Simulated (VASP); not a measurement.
## SiC: single point with PBE

The system is SiC.

```
CELL_PARAMETERS angstrom
0.00000 2.34792 2.17400
2.34792 0.00000 2.17400
2.34792 2.34792 0.00000
ATOMIC_POSITIONS crystal
Si 0.00000 0.00000 0.00000
C 0.75000 0.75000 0.75000
```

This cell differs from its parent crystal: strain +0.080 along x and y, +0.000 along z.

```yaml
Program: VASP 6.6.1
Task: single point
Functional: PBE
Potentials_or_basis: VASP PAW PBE potentials, release 64 (Si, C)
Cutoff: 520 eV
k_mesh: 12 × 12 × 12
Occupations: gaussian, width 0.05 eV
Spin: no spin polarisation
```

```json
{"Pressure": "-21.8 GPa", "Band gap on the k mesh": "0.80 eV, indirect (least direct gap 4.19 eV)"}
```

Stress tensor (GPa, compression positive):
```
-27.27   0.00   0.00
  0.00 -27.27   0.00
  0.00   0.00 -10.88
```

Levels at points of the mesh, in eV from the valence-band top:
```
           k point  band 1  band 2  band 3  band 4  band 5  band 6  band 7  band 8
(0.00, 0.00, 0.00)  -14.60   -0.45   -0.45    0.00    4.19    5.90    6.16    6.16
(0.50, 0.00, 0.00)  -11.54   -8.07   -1.70   -0.94    3.59    5.89    7.07    8.99
(0.50, 0.50, 0.00)   -9.92   -7.10   -3.67   -3.67    0.80    2.71   11.91   11.91
(0.50, 0.00, 0.50)  -10.40   -7.95   -2.99   -2.88    1.41    3.95   11.15   12.17
```

Run time: 48 s on 1 thread of Intel Xeon 8259CL, with other jobs on the host, peak memory 0.17 GiB.

Caveat: the cell differs from its parent crystal (strain +0.080 along x and y, +0.000 along z). A k mesh can miss the band edges.
